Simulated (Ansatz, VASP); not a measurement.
## C: VASP beside Ansatz

```
C
1.0
     2.45873    0.00000    0.00000
    -1.22937    2.12933    0.00000
     0.00000    0.00000    7.24581
C
4
Direct
  0.97559 0.06668 0.00250
  0.02441 0.93332 0.50250
  0.30892 0.73335 0.00250
  0.69108 0.26665 0.50250
```

Change from the starting cell: mode 4 frozen in at -0.142 Å and mode 5 at +0.142 Å (largest displacements).

Alike in both runs: task single point; functional PBEsol; k mesh 18 × 18 × 6; occupations gaussian, width 0.15 eV; no spin polarisation.

|  | VASP | Ansatz |
| --- | --- | --- |
| version | VASP 6.6.1 | Ansatz 0.2.0 |
| potentials or method | VASP PAW PBE potentials, release 64 (C), cutoff 520 eV | scalar-relativistic, plane waves, PAW |
| valence electrons in the cell | 16 | 16 |

```csv
,VASP,Ansatz,Ansatz less VASP
gap on the k mesh at the Fermi level (eV),0.01,0.01,0.000
least direct gap on the mesh (eV),0.01,0.01,0.000
pressure (GPa),0.7,0.0,-0.68
"traceless stress, the component that is largest in VASP (GPa)",-0.63,0.12,+0.749
rms of the force components (eV/Å),0.004,0.004,0.0000
```

VASP's potentials were made for PBE, not for PBEsol, and Ansatz warns of the same on its side. Atom by atom the forces differ by 0.000 eV/Å (rms over components). The functional is the same, so the differences come from potentials, cutoffs and numerics.
